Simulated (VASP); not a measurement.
Runs of VASP 6.6.1 on SnTe. The structure is that of space group F-43m (No. 216), or close to it. The cells are those of the table. 

| cell | gap on the mesh (eV) | pressure (GPa) |
| --- | --- | --- |
| a = 5.038 Å, angles 60.0°, 2 atoms | (b) | (a) |
| a = 5.174 Å, angles 60.0°, 2 atoms | 0.28 | -2.9 |
| a = 5.240 Å, angles 60.0°, 2 atoms | 0.35 | (c) |
| a = 4.967 Å, angles 60.0°, 2 atoms | none | -0.2 |

Alike in all rows: task single point; level LDA; potentials or basis VASP PAW LDA potentials, release 64 (Sn_d, Te); no spin polarisation; k mesh 6 × 6 × 6; cutoff (eV) 520; smearing fermi-dirac 0.05 eV.

Q: Estimate the missing entries.

A: (a) -1.3; (b) 0.10; (c) -3.5.

Caveats: spin-orbit coupling is left out, which moves the levels of the heavy elements.

A k mesh can miss the band edges, and the runs leave out spin-orbit coupling on Sn, Te.

A gap of «none» marks levels without a gap at the run's occupations.
